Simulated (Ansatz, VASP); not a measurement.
## FeS2 in VASP and in Ansatz

The input INCAR:

```
SYSTEM = FeS2
ALGO = Normal ; EDIFF = 1E-6
ENCUT = 600 ; GGA = PE
GGA_COMPAT = .FALSE. ; ISIF = 2
ISMEAR = 0 ; LASPH = .TRUE.
LCHARG = .FALSE. ; LREAL = .FALSE.
LWAVE = .FALSE. ; NBANDS = 52
NELM = 120 ; PREC = Accurate
SIGMA = 0.01
```

Contents of KPOINTS:

```
k-points
0
G
  4 4 4
  0 0 0
```

Contents of POSCAR:

```
FeS2
1.0
    5.5093238824      0.0000000000      0.0000000000
    0.0000000000      5.5093238824      0.0000000000
    0.0000000000      0.0000000000      5.5093238824
Fe S
4 8
Direct
    0.0000000000      0.5000000000      0.5000000000
    0.5000000000      0.5000000000      0.0000000000
    0.5000000000      0.0000000000      0.5000000000
    0.0000000000      0.0000000000      0.0000000000
    0.3826532222      0.1173467778      0.8826532222
    0.1173467778      0.8826532222      0.3826532222
    0.8826532222      0.3826532222      0.1173467778
    0.6173467778      0.6173467778      0.6173467778
    0.3826532222      0.3826532222      0.3826532222
    0.1173467778      0.6173467778      0.8826532222
    0.8826532222      0.1173467778      0.6173467778
    0.6173467778      0.8826532222      0.1173467778
```

Input for Ansatz:

```yaml
crystal:
  lattice:
    - [5.5093238824, 0.0, 0.0]
    - [0.0, 5.5093238824, 0.0]
    - [0.0, 0.0, 5.5093238824]
  atoms:
    - { symbol: Fe, position: [0.0, 0.5, 0.5] }
    - { symbol: Fe, position: [0.5, 0.5, 0.0] }
    - { symbol: Fe, position: [0.5, 0.0, 0.5] }
    - { symbol: Fe, position: [0.0, 0.0, 0.0] }
    - { symbol: S, position: [0.3826532222, 0.1173467778, 0.8826532222] }
    - { symbol: S, position: [0.1173467778, 0.8826532222, 0.3826532222] }
    - { symbol: S, position: [0.8826532222, 0.3826532222, 0.1173467778] }
    - { symbol: S, position: [0.6173467778, 0.6173467778, 0.6173467778] }
    - { symbol: S, position: [0.3826532222, 0.3826532222, 0.3826532222] }
    - { symbol: S, position: [0.1173467778, 0.6173467778, 0.8826532222] }
    - { symbol: S, position: [0.8826532222, 0.1173467778, 0.6173467778] }
    - { symbol: S, position: [0.6173467778, 0.8826532222, 0.1173467778] }
kpoints:
  mp_grid: { grid: [4, 4, 4] }
hamiltonian:
  xc: pbe
scf:
  occupations: { method: fixed }
  n_extra_bands: 7
output:
  forces: true
  stress: true
  eigenvalues: true
```

Alike in both runs: task single point; functional PBE; k mesh 4 × 4 × 4; no spin polarisation.

|  | VASP | Ansatz |
| --- | --- | --- |
| version | VASP 6.6.1 | Ansatz 0.2.0 |
| potentials or method | VASP PAW PBE potentials, release 64 (Fe, S) | plane waves, PAW |
| plane-wave cutoff (eV) | 600 | 420 |
| occupations | gaussian, width 0.01 eV | fixed |
| valence electrons in the cell | 80 | 112 |

```tsv
	VASP	Ansatz	Ansatz less VASP
gap on the k mesh at the Fermi level (eV)	0.43	0.41	-0.024
pressure (GPa)	-7.9	-8.0	-0.12
rms of the force components (eV/Å)	0.068	0.033	-0.0349
```

Atom by atom the forces differ by 0.035 eV/Å (rms over components). VASP's potentials hold 80 valence electrons a cell and Ansatz's 112, so a difference there can come from the potentials and not from the codes.
